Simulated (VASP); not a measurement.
Write the native input for VASP 6.6.1 that does the following.

```yaml
Task: single point
Functional: PBEsol
Potentials_or_basis: VASP PAW PBE potentials, release 64 (Ti_sv, C)
Cutoff: 520 eV
k_mesh: 18 × 18 × 12
Occupations: gaussian, width 0.1 eV
Spin: no spin polarisation
Dipole_correction: no
Further_INCAR_settings: ALGO = Normal; EDIFF = 1e-07; NBANDS = 24
```

The structure of TiC lies in POSCAR:

```
TiC
1.0
    2.0608191963      2.0608191963      0.0000000000
   -2.0608191963      2.0608191963      0.0000000000
    0.0000000000      0.0000000000      4.3757318833
Ti C
2 2
Direct
    0.0000000000      0.0000000000      0.0000000000
    0.5000000000      0.5000000000      0.5000000000
    0.5000000000      0.5000000000      0.0000000000
    0.0000000000      0.0000000000      0.5000000000
```

This cell differs from its parent crystal: biaxial strain in the a-b plane: -4.0 %, then relaxed in part.

One way to write it, as run:

INCAR

```
SYSTEM = TiC
PREC = Accurate ; ENCUT = 520
EDIFF = 1E-7 ; ISMEAR = 0
SIGMA = 0.1 ; LREAL = .FALSE.
LASPH = .TRUE. ; NELM = 80
ALGO = Normal ; ISIF = 2
LWAVE = .FALSE. ; LCHARG = .TRUE.
GGA = PS ; LELF = .TRUE.
LVHAR = .TRUE. ; NBANDS = 24
```

KPOINTS

```
Automatic mesh
0
G
  18 18 12
  0 0 0
```

Potentials or basis: VASP PAW PBE potentials, release 64 (Ti_sv, C).

Command:

```sh
$ cat potpaw_PBE.64/Ti_sv/POTCAR potpaw_PBE.64/C/POTCAR > POTCAR
$ mpirun -np 1 vasp_std > vasp.out
```

Results of the run:

| Item | Value |
| --- | --- |
| Pressure | 21.2 GPa |
| Band gap on the k mesh | zero (bands 16 and 17 overlap by 1.46 eV) |

Caveat: the cell differs from its parent crystal (biaxial strain in the a-b plane: -4.0 %, then relaxed in part); the stress differs along the axes, from 0 to 32 GPa; the PAW data sets were made with another functional, which shifts forces and pressure a little.

Wall time 3 min on 1 thread of Intel(R) Xeon(R) 6975P-C (Granite Rapids), with other jobs on the host, peak memory 0.39 GiB.
